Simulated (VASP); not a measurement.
Runs of VASP 6.6.1 on CdSe. The structure is that of space group F-43m (No. 216), or close to it. The cells are those of the table. 

```tsv
cell	gap on the mesh (eV)	pressure (GPa)	largest force (eV/Å)
a = 4.190, b = 4.190, c = 4.081 Å, angles 59.1, 59.1, 60.0°, 2 atoms	(c)	12.5	0.63
a = 4.079, b = 4.079, c = 4.192 Å, angles 60.9, 60.9, 60.0°, 2 atoms	0.79	12.5	0.52
a = 4.277, b = 4.277, c = 4.165 Å, angles 59.1, 59.1, 60.0°, 2 atoms	0.66	7.2	0.49
a = 4.134 Å, angles 60.0°, 2 atoms	0.85	12.3	-
a = 4.220 Å, angles 60.0°, 2 atoms	(b)	7.0	-
a = 4.532 Å, angles 60.0°, 2 atoms	0.28	-3.4	-
a = 4.245, b = 4.245, c = 4.362 Å, angles 60.9, 60.9, 60.0°, 2 atoms	0.57	(a)	0.29
a = 4.604 Å, angles 60.0°, 2 atoms	0.19	-4.6	-
```

Alike in all rows: task single point; level PBE; potentials or basis VASP PAW PBE potentials, release 64 (Cd, Se); no spin polarisation; k mesh 10 × 10 × 10; cutoff (eV) 520; smearing gaussian 0.05 eV.

Q: Fill in the values left out.

A: (a) 3.2; (b) 0.73; (c) 0.77.

Caveats: the cell stands under pressure (at least some runs); the cell stands under tension (at least some runs).

A k mesh can miss the band edges, and the runs leave out spin-orbit coupling on Cd, Se.
